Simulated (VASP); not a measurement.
Here is a VASP 6.6.1 calculation.

INCAR

```
ALGO = Normal
EDIFF = 1E-6
ENCUT = 600
GGA = PS
GGA_COMPAT = F
ISIF = 2
ISMEAR = 0
LASPH = T
LCHARG = F
LREAL = F
LWAVE = F
NBANDS = 16
NELM = 120
PREC = Accurate
SIGMA = 0.05
```

Contents of KPOINTS:

```
k-points
0
Gamma
  12 12 6
```

Contents of POSCAR:

```
AlN
1.0
    3.3627880581      0.0000000000      0.0000000000
   -1.6813940290      2.9122598858      0.0000000000
    0.0000000000      0.0000000000      4.7840798845
Al N
2 2
Direct
    0.3333333333      0.6666666667      0.0015080761
    0.6666666667      0.3333333333      0.5015080761
    0.3333333333      0.6666666667      0.3834919239
    0.6666666667      0.3333333333      0.8834919239
```

Potentials or basis: VASP PAW PBE potentials, release 64 (Al, N).

Launch:

```sh
$ cat potpaw_PBE.64/Al/POTCAR potpaw_PBE.64/N/POTCAR > POTCAR
$ mpirun -np 1 vasp_std > vasp.out
```

**Question.** Estimate the largest force.

**Answer.** 1.298 eV/Å.

**Question.** What does it give for the pressure?

**Answer.** -16.2 GPa.

**Question.** Predict the band gap on the k mesh.

**Answer.** 2.93 eV.

Stress tensor (GPa, compression positive):
```
-28.36   0.00   0.00
  0.00 -28.36   0.00
  0.00   0.00   8.11
```

Caveat: the cell differs from its parent crystal (strain +0.080 along x and y, -0.040 along z); the cell stands under tension; the PAW data sets were made with another functional, which shifts forces and pressure a little. A k mesh can miss the band edges.
